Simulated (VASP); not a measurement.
# Zn2C: single point with r2SCAN

Crystal: Zn2C.

```
C Zn
1.0
     0.00000    2.63183    2.57795
     2.63183    0.00000    2.57795
     2.63183    2.63183    0.00000
C Zn
1 2
Direct
  0.00000 0.00000 0.00000
  0.25000 0.25000 0.25000
  0.75000 0.75000 0.75000
```

This cell differs from its parent crystal: biaxial xy strain +2.1%.

```yaml
Program: VASP 6.6.1
Task: single point
Functional: r2SCAN
Potentials_or_basis: VASP PAW PBE potentials, release 64 (C, Zn)
Cutoff: 520 eV
k_mesh: 8 × 8 × 8
Occupations: fermi-dirac, width 0.02 eV
Spin: no spin polarisation
Dipole_correction: no
Further_INCAR_settings: ALGO = Normal; EDIFF = 1e-07; NBANDS = 21
```

```
Pressure               : -4.9 GPa
Band gap on the k mesh : 0.11 eV, direct
```

Stress tensor (GPa, compression positive):
```
-6.47  0.00  0.00
 0.00 -6.47  0.00
 0.00  0.00 -1.72
```

Levels at points of the mesh, in eV from the valence-band top:
| k point | band 12 | band 13 | band 14 | band 15 | band 16 | band 17 |
| --- | --- | --- | --- | --- | --- | --- |
| (0.00, 0.00, 0.00) | -0.02 | 0.00 | 0.00 | 0.11 | 4.38 | 4.61 |
| (0.50, 0.00, 0.00) | -7.19 | -1.18 | -1.06 | 0.97 | 5.34 | 5.59 |
| (0.50, 0.50, 0.00) | -5.25 | -3.76 | -3.76 | 1.03 | 1.53 | 8.05 |
| (0.50, 0.00, 0.50) | -5.46 | -3.64 | -3.60 | 1.21 | 1.90 | 7.81 |

Wall time 3.7 min on 1 thread of AMD EPYC 7R13 Processor (Zen 3), on a shared host, peak memory 0.16 GiB.

Caveat: the cell differs from its parent crystal (biaxial xy strain +2.1%); the PAW data sets were made with another functional, which shifts forces and pressure a little.
